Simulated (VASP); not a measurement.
# SiO2 (P4_12_12) in VASP: a series of runs

The runs below take SiO2 through relaxation of cell and atoms, with BLYP, PBE+D3(BJ), LDA, PBEsol.

Program: VASP 6.6.1. These are calculated values, not measurements. Logs are shortened: lines on timing, memory, paths and dates and some standing lists are left out, and cuts for length are marked.

### 1 The cell of the first run

The structure is tetragonal, space group P4_12_12 (No. 92). Conventional cell: a = 4.982 Å, b = 4.982 Å, c = 6.963 Å, α = 90.00°, β = 90.00°, γ = 90.00°. Within 2.1 Å of Si (site symmetry 2) lie 4 O at 1.60 to 1.61 Å. Within 2.1 Å of O (site symmetry 1) lie 2 Si at 1.60 to 1.61 Å.

### 2 Relaxation of cell and atoms, BLYP

File INCAR:

```
PREC     = Accurate       # precision mode
ENCUT    = 600            # plane-wave cutoff, eV
EDIFF    = 1E-7           # SCF threshold, eV
ISMEAR   = -1             # smearing method
SIGMA    = 0.05           # smearing width, eV
LREAL    = F              # projectors in reciprocal space
LASPH    = T              # aspherical terms in the spheres
NELM     = 120            # most SCF steps
ALGO     = Normal         # electronic algorithm
ISIF     = 3              # what is computed and relaxed
LWAVE    = F              # write WAVECAR
LCHARG   = F              # write CHGCAR
GGA      = B5             # functional
ALDAX    = 1.0          
AGGAX    = 1.0          
AGGAC    = 1.0          
ALDAC    = 0.0          
IBRION   = 2              # ionic algorithm
NSW      = 60             # ionic steps
EDIFFG   = -0.01          # ionic threshold
GGA_COMPAT= F            
NELMIN   = 4
```

File KPOINTS:

```
regular mesh
0
Gamma
  6 6 4
```

File POSCAR:

```
SiO2
1.0
    4.9820000000      0.0000000000      0.0000000000
    0.0000000000      4.9820000000      0.0000000000
    0.0000000000      0.0000000000      6.9630000000
Si O
4 8
Direct
    0.7989700000      0.2010300000      0.7500000000
    0.7010300000      0.7010300000      0.5000000000
    0.2010300000      0.7989700000      0.2500000000
    0.2989700000      0.2989700000      0.0000000000
    0.1034700000      0.2398900000      0.8218700000
    0.2601100000      0.6034700000      0.0718700000
    0.8965300000      0.7601100000      0.3218700000
    0.7398900000      0.3965300000      0.5718700000
    0.6034700000      0.2601100000      0.9281300000
    0.7601100000      0.8965300000      0.6781300000
    0.3965300000      0.7398900000      0.4281300000
    0.2398900000      0.1034700000      0.1781300000
```

Potentials or basis: VASP PAW PBE potentials, release 64 (Si, O).

Run with:

```
$ cat potpaw_PBE.64/Si/POTCAR potpaw_PBE.64/O/POTCAR > POTCAR
$ mpirun -np 1 vasp_std > vasp.out
```

OUTCAR:

```text
PREC = Accurate
   ENCUT = 600
   EDIFF = 1E-7
   ISMEAR = -1
   LREAL = F
   LASPH = T
   NELM = 120
   ISIF = 3
   GGA = B5
   IBRION = 2
   NSW = 60
   EDIFFG = -0.01
   NELMIN = 4

 ion  position               nearest neighbor table
   1  0.799  0.201  0.750-   8 1.60   9 1.60   5 1.61  10 1.61   2 3.08   4 3.08   2 3.08   4 3.08

   2  0.701  0.701  0.500-   7 1.60  10 1.60   8 1.61  11 1.61   1 3.08   3 3.08   1 3.08   3 3.08

   3  0.201  0.799  0.250-   6 1.60  11 1.60   7 1.61  12 1.61   2 3.08   4 3.08   4 3.08   2 3.08

   4  0.299  0.299  0.000-   5 1.60  12 1.60   9 1.61   6 1.61   1 3.08   3 3.08   3 3.08   1 3.08

   5  0.103  0.240  0.822-   4 1.60   1 1.61
   6  0.260  0.603  0.072-   3 1.60   4 1.61
   7  0.897  0.760  0.322-   2 1.60   3 1.61
   8  0.740  0.397  0.572-   1 1.60   2 1.61
   9  0.603  0.260  0.928-   1 1.60   4 1.61
  10  0.760  0.897  0.678-   2 1.60   1 1.61
  11  0.397  0.740  0.428-   3 1.60   2 1.61
  12  0.240  0.103  0.178-   4 1.60   3 1.61

  LATTYP: Found a simple tetragonal cell.
 ALAT       =     4.9820000000
 C/A-ratio  =     1.3976314733

  Lattice vectors:

 A1 = (   4.9820000000,   0.0000000000,   0.0000000000)
 A2 = (   0.0000000000,   4.9820000000,   0.0000000000)
 A3 = (   0.0000000000,   0.0000000000,   6.9630000000)

Analysis of symmetry for initial positions (statically):
=====================================================================
 Subroutine PRICEL returns:
 Original cell was already a primitive cell.

 Routine SETGRP: Setting up the symmetry group for a
 simple tetragonal supercell.

 Subroutine GETGRP returns: Found  8 space group operations
 (whereof  2 operations were pure point group operations)
 out of a pool of 16 trial point group operations.

The static configuration has the point symmetry C_2 .
 The point group associated with its full space group is D_4 .

Analysis of symmetry for dynamics (positions and initial velocities):
=====================================================================
 Subroutine PRICEL returns:
 Original cell was already a primitive cell.

 Routine SETGRP: Setting up the symmetry group for a
 simple tetragonal supercell.

 Subroutine GETGRP returns: Found  8 space group operations
 (whereof  2 operations were pure point group operations)
 out of a pool of 16 trial point group operations.

The dynamic configuration has the point symmetry C_2 .
 The point group associated with its full space group is D_4 .

 Subroutine INISYM returns: Found  8 space group operations
 (whereof  2 operations are pure point group operations),
 and found     1 'primitive' translations
[... 138 lines left out ...]
  Thomas-Fermi vector in A             =   2.311997
   LORBIT       =      0    0 simple, 1 ext, 2 COOP (PROOUT), +10 PAW based schemes
   GGA     = B5    functional components
   LHFCALC =     F    Hartree Fock is set to
   AEXX    =    0.0000 exact exchange contribution
   IVDW    =     0    specifies the selected vdW correction
   LEPSILON=     F    determine dielectric tensor
   LRPA    =     F    only Hartree local field effects (RPA)
 conjugate gradient relaxation of ions
 non-spin polarized calculation
  energy-cutoff  :      600.00
  volume of cell :      172.82
 maximum number of plane-waves:      5796
 NGX is ok and might be reduce to    40
   NGX = 19   NGY = 19   NGZ = 27

--------------------------------------- Ionic step        1  -------------------------------------------

 number of electron      63.9999987 magnetization

 Free energy of the ion-electron system (eV)
  ---------------------------------------------------
  ext. energy  EPLUGINS =         0.00000000
  ---------------------------------------------------
  free energy    TOTEN  =       -91.18114440 eV

  energy without entropy =      -91.18114440  energy(sigma->0) =      -91.18114440

------------------------ aborting loop because EDIFF is reached ----------------------------------------

  FORCE on cell =-STRESS in cart. coord.  units (eV):
  Direction    XX          YY          ZZ          XY          YZ          ZX
  --------------------------------------------------------------------------------------
  -------------------------------------------------------------------------------------
  Total        8.5103420      8.5103420      9.1069911     -0.0000000      0.0000000     -0.0000000
  in kB       78.8957767     78.8957767     84.4270572     -0.0000000      0.0000000     -0.0000000
  external PRESSURE =      80.7395368 kB  Pullay stress =       0.0000000 kB
[... 119 lines left out ...]
  FREE ENERGIE OF THE ION-ELECTRON SYSTEM (eV)
  ---------------------------------------------------
  free  energy   TOTEN  =       -91.3799174884 eV

  energy  without entropy=      -91.3799174883  energy(sigma->0) =      -91.37991749

[... ionic steps 4 to 28 ...]

--------------------------------------- Ionic step       29  -------------------------------------------

 number of electron      63.9999937 magnetization

------------------------ aborting loop because EDIFF is reached ----------------------------------------
[... 87 lines left out ...]
--------------------------------------- Ionic step       31  -------------------------------------------

 number of electron      63.9999938 magnetization

 Free energy of the ion-electron system (eV)
  ---------------------------------------------------
  ext. energy  EPLUGINS =         0.00000000
  ---------------------------------------------------
  free energy    TOTEN  =       -91.43020983 eV

  energy without entropy =      -91.43020983  energy(sigma->0) =      -91.43020983

 E-fermi :   0.7085     XC(G=0):  -7.6065

 val. band max:       -0.3255700491   @ k =   0.0000   0.0000   0.0000
 cond. band min:       5.1105406776   @ k =   0.0000   0.0000   0.0000
 fundamental gap:      5.4361107266
 Fermi energy:         0.7085286831

 k-point     1 :       0.0000    0.0000    0.0000
  band No.  band energies     occupation
      1     -19.4928      2.00000
      2     -18.6539      2.00000
      3     -18.6539      2.00000
      4     -17.5467      2.00000
      5     -17.5326      2.00000
      6     -17.5302      2.00000
[... 997 lines left out ...]
     38       8.6415      0.00000
     39       9.6875      0.00000

 [... further k-points ...]

------------------------ aborting loop because EDIFF is reached ----------------------------------------

  FORCE on cell =-STRESS in cart. coord.  units (eV):
  Direction    XX          YY          ZZ          XY          YZ          ZX
  --------------------------------------------------------------------------------------
  -------------------------------------------------------------------------------------
  Total        0.0225905      0.0225905      0.0502037      0.0000000      0.0000000      0.0000000
  in kB        0.1886912      0.1886912      0.4193358      0.0000000      0.0000000      0.0000000
  external PRESSURE =       0.2655727 kB  Pullay stress =       0.0000000 kB
[... 27 lines left out ...]
  FREE ENERGIE OF THE ION-ELECTRON SYSTEM (eV)
  ---------------------------------------------------
  free  energy   TOTEN  =       -91.4302098263 eV

  energy  without entropy=      -91.4302098262  energy(sigma->0) =      -91.43020983

 reached required accuracy - stopping structural energy minimisation
```

Run time: 50 min. Hardware: 1 thread of Intel Xeon 6975P-C (Granite Rapids), shared host; peak memory 0.39 GiB.

Results:

- Free energy: -91.4302 eV
- Relaxed volume: 15.98 Å³/atom
- Relaxed cell: a = 5.153 Å, b = 5.153 Å, c = 7.223 Å, α = 90.00°, β = 90.00°, γ = 90.00°
- Space group after relaxing (to 0.1 Å): P4_12_12 (No. 92)
- Energy gained by relaxing: 20.8 meV/atom
- Ionic steps: 31
- Pressure after relaxing: 0.0 GPa
- Largest force after relaxing: 0.004 eV/Å
- Band gap on the k mesh: 5.44 eV

Forces in eV/Å, atoms in the order of the input:
```
Si  -0.001  0.001  0.000
Si   0.001  0.001  0.000
Si   0.001 -0.001  0.000
Si  -0.001 -0.001  0.000
O   -0.004  0.001  0.000
O   -0.001 -0.004  0.000
O    0.004 -0.001  0.000
O    0.001  0.004  0.000
O   -0.004 -0.001  0.000
O   -0.001  0.004  0.000
O    0.004  0.001  0.000
O    0.001 -0.004  0.000
```

Step by step:
```
step  energy change (eV)  largest force (eV/Å)  pressure (GPa)  volume (Å³)
   1              0.0000                0.4447            8.07       172.82
   2              0.1710                0.8022           -8.63       191.62
   3             -0.1988                0.1784            0.12       180.43
   4             -0.1988                0.1697            0.27       180.28
   5             -0.1926                0.3687           -0.21       181.12
   6             -0.2018                0.0918            0.08       180.59
   7             -0.2046                0.0784            0.06       180.89
   8             -0.2076                0.0567            0.03       181.44
   9             -0.2059                0.1941           -0.06       182.55
  10             -0.2082                0.0980            0.00       181.81
  11             -0.2113                0.0935            0.09       182.13
  12             -0.2194                0.0799            0.33       183.09
  13             -0.2297                0.0688            0.73       185.03
  14             -0.2320                0.1553            1.27       188.95
  15             -0.2336                0.1245            1.13       187.50
  16             -0.2349                0.1190            1.01       187.80
  17             -0.2380                0.1065            0.67       188.69
  18             -0.2408                0.1061           -0.01       190.50
  19             -0.2417                0.1008           -0.04       190.61
  20             -0.2437                0.1041           -0.13       190.93
  21             -0.2447                0.1713           -0.31       191.59
  22             -0.2453                0.1602           -0.30       191.66
  23             -0.2467                0.1273           -0.30       191.84
  24             -0.2482                0.0908           -0.28       192.20
  25             -0.2483                0.0834           -0.28       192.30
  26             -0.2487                0.0545           -0.20       192.17
  27             -0.2490                0.0179           -0.05       191.92
  28             -0.2490                0.0111           -0.03       191.88
  29             -0.2490                0.0159            0.03       191.82
  30             -0.2490                0.0123            0.03       191.82
  31             -0.2491                0.0045            0.03       191.82
```

Final structure:
```yaml
crystal:
  lattice:
    - [5.15319, 0.00000, 0.00000]
    - [0.00000, 5.15319, 0.00000]
    - [0.00000, 0.00000, 7.22325]
  atoms:
    - { symbol: Si, position: [0.78746, 0.21254, 0.75000] }
    - { symbol: Si, position: [0.71254, 0.71254, 0.50000] }
    - { symbol: Si, position: [0.21254, 0.78746, 0.25000] }
    - { symbol: Si, position: [0.28746, 0.28746, 0.00000] }
    - { symbol: O, position: [0.07947, 0.24355, 0.83320] }
    - { symbol: O, position: [0.25645, 0.57947, 0.08320] }
    - { symbol: O, position: [0.92053, 0.75645, 0.33320] }
    - { symbol: O, position: [0.74355, 0.42053, 0.58320] }
    - { symbol: O, position: [0.57947, 0.25645, 0.91680] }
    - { symbol: O, position: [0.75645, 0.92053, 0.66680] }
    - { symbol: O, position: [0.42053, 0.74355, 0.41680] }
    - { symbol: O, position: [0.24355, 0.07947, 0.16680] }
```

Caveat: the PAW data sets were made with another functional, which shifts forces and pressure a little.

### 3 Relaxation of cell and atoms, PBE+D3(BJ)

File INCAR:

```
  PREC = Accurate
  ENCUT = 600
  EDIFF = 1E-7
  ISMEAR = -1
  SIGMA = 0.05
  LREAL = False
  LASPH = True
  NELM = 120
  ALGO = Normal
  ISIF = 3
  LWAVE = False
  LCHARG = False
  GGA = PE
  IVDW = 12
  IBRION = 2
  NSW = 60
  EDIFFG = -0.01
  GGA_COMPAT = False
  NELMIN = 4
```

KPOINTS is that of step 2.

POSCAR is that of step 2.

Potentials or basis: VASP PAW PBE potentials, release 64 (Si, O).

Run with:

```
$ cat potpaw_PBE.64/Si/POTCAR potpaw_PBE.64/O/POTCAR > POTCAR
$ mpirun -np 1 vasp_std > vasp.out
```

Wall time 44 min (1 thread of Intel Xeon 6975P-C (Granite Rapids), shared host); peak memory 0.4 GiB.

It converged, with:

```yaml
Free_energy: -96.4012 eV
Relaxed_volume: 13.73 Å³/atom
Relaxed_cell: a = 4.931 Å, b = 4.931 Å, c = 6.774 Å, α = 90.00°, β = 90.00°, γ = 90.00°
Space_group_after_relaxing_to_0.1_Å: P4_12_12 (No. 92)
Energy_gained_by_relaxing: 10.2 meV/atom
Ionic_steps: 42
Pressure_after_relaxing: 0.0 GPa
Band_gap_on_the_k_mesh: 5.66 eV
Dispersion_energy_per_atom: -0.128 eV
```

Stress tensor (GPa, compression positive):
```
-0.04  0.00  0.00
 0.00 -0.04  0.00
 0.00  0.00  0.07
```

Step by step:
| step | energy change (eV) | largest force (eV/Å) | pressure (GPa) | volume (Å³) |
| --- | --- | --- | --- | --- |
| 1 | 0.0000 | 0.4073 | 4.68 | 172.82 |
| 3 | -0.0730 | 0.1533 | 0.03 | 177.01 |
| 5 | -0.0658 | 0.3837 | -0.58 | 177.45 |
| 7 | -0.0766 | 0.0535 | -0.16 | 176.93 |
| 9 | -0.0864 | 0.0481 | -0.55 | 175.51 |
| 11 | -0.0890 | 0.0824 | -0.89 | 174.38 |
| 13 | -0.0921 | 0.0737 | -0.52 | 173.55 |
| 15 | -0.0948 | 0.0999 | 0.29 | 171.75 |
| 17 | -0.0992 | 0.1025 | 0.25 | 170.98 |
| 19 | -0.1052 | 0.3028 | -0.03 | 167.54 |
| 21 | -0.1068 | 0.2348 | 0.03 | 168.26 |
| 23 | -0.1121 | 0.0992 | -0.17 | 167.02 |
| 25 | -0.1128 | 0.0488 | -0.28 | 166.39 |
| 27 | -0.1145 | 0.0423 | -0.06 | 166.03 |
| 29 | -0.1162 | 0.0875 | 0.96 | 164.43 |
| 31 | -0.1174 | 0.0500 | 0.59 | 164.90 |
| 33 | -0.1201 | 0.1139 | 0.22 | 164.58 |
| 35 | -0.1210 | 0.0474 | -0.07 | 164.61 |
| 37 | -0.1216 | 0.0636 | 0.14 | 164.50 |
| 39 | -0.1220 | 0.0335 | 0.08 | 164.62 |
| 41 | -0.1221 | 0.0142 | -0.03 | 164.75 |
| 42 | -0.1221 | 0.0016 | 0.00 | 164.72 |

Final structure:
```yaml
crystal:
  lattice:
    - [4.93127, 0.00000, 0.00000]
    - [0.00000, 4.93127, 0.00000]
    - [0.00000, 0.00000, 6.77382]
  atoms:
    - { symbol: Si, position: [0.81166, 0.18834, 0.75000] }
    - { symbol: Si, position: [0.68834, 0.68834, 0.50000] }
    - { symbol: Si, position: [0.18834, 0.81166, 0.25000] }
    - { symbol: Si, position: [0.31166, 0.31166, 0.00000] }
    - { symbol: O, position: [0.12788, 0.23411, 0.80870] }
    - { symbol: O, position: [0.26589, 0.62788, 0.05870] }
    - { symbol: O, position: [0.87212, 0.76589, 0.30870] }
    - { symbol: O, position: [0.73411, 0.37212, 0.55870] }
    - { symbol: O, position: [0.62788, 0.26589, 0.94130] }
    - { symbol: O, position: [0.76589, 0.87212, 0.69130] }
    - { symbol: O, position: [0.37212, 0.73411, 0.44130] }
    - { symbol: O, position: [0.23411, 0.12788, 0.19130] }
```

Levels at points of the mesh, in eV from the valence-band top:
| k point | band 30 | band 31 | band 32 | band 33 | band 34 | band 35 |
| --- | --- | --- | --- | --- | --- | --- |
| (0.00, 0.00, 0.00) | -0.41 | -0.41 | 0.00 | 5.66 | 8.78 | 8.78 |
| (0.50, 0.00, 0.00) | -0.68 | -0.50 | -0.50 | 7.75 | 7.75 | 9.20 |
| (0.50, 0.50, 0.00) | -0.57 | -0.50 | -0.50 | 8.66 | 8.66 | 8.68 |
| (0.00, 0.00, 0.50) | -0.62 | -0.37 | -0.37 | 7.00 | 7.00 | 9.24 |
| (0.50, 0.00, 0.50) | -0.89 | -0.22 | -0.22 | 8.03 | 8.03 | 9.16 |
| (0.50, 0.50, 0.50) | -0.53 | -0.53 | -0.53 | 9.11 | 9.11 | 9.11 |

A k mesh can miss the band edges. As with any semilocal functional, this PBE gap is likely too small.

[end of part 1 of 2]
